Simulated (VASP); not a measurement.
Sb: electric field gradients with PBE

Sb:

```
CELL_PARAMETERS angstrom
0.00000 2.32027 2.32027
2.32027 0.00000 2.32027
2.32027 2.32027 0.00000
ATOMIC_POSITIONS crystal
Sb 0.00000 0.00000 0.00000
```

This cell differs from its parent crystal: volume scaled by 1.02.

- Program: VASP 6.6.1
- Task: electric field gradients
- Functional: PBE
- Potentials or basis: VASP PAW PBE potentials, release 64 (Sb)
- Cutoff: 520 eV
- k mesh: 12 × 12 × 12
- Occupations: fermi-dirac, width 0.05 eV
- Spin: no spin polarisation
- Dipole correction: no
- Further INCAR settings: ALGO = Normal; EDIFF = 1e-08; NBANDS = 8

| Property | Result |
| --- | --- |
| Pressure | 6.8 GPa |

Levels at points of the mesh, in eV from the Fermi level:
```tsv
k point	band 1	band 2	band 3	band 4	band 5	band 6	band 7
(0.00, 0.00, 0.00)	-13.59	5.84	5.84	5.84	10.15	10.15	10.15
(0.50, 0.00, 0.00)	-9.41	-6.37	3.95	3.95	8.62	9.23	9.23
(0.50, 0.50, 0.00)	-7.56	-5.40	0.34	0.34	4.16	4.52	17.95
```

Wall time 9.9 s on 1 thread of Intel(R) Xeon(R) Platinum 8488C (Sapphire Rapids), with other jobs on the host, peak memory 0.14 GiB.

Caveat: without QUAD_EFG the Cq values of the log hold for a quadrupole moment of 1 mb, not for the nuclei; spin-orbit coupling is left out, which moves the levels of the heavy elements.
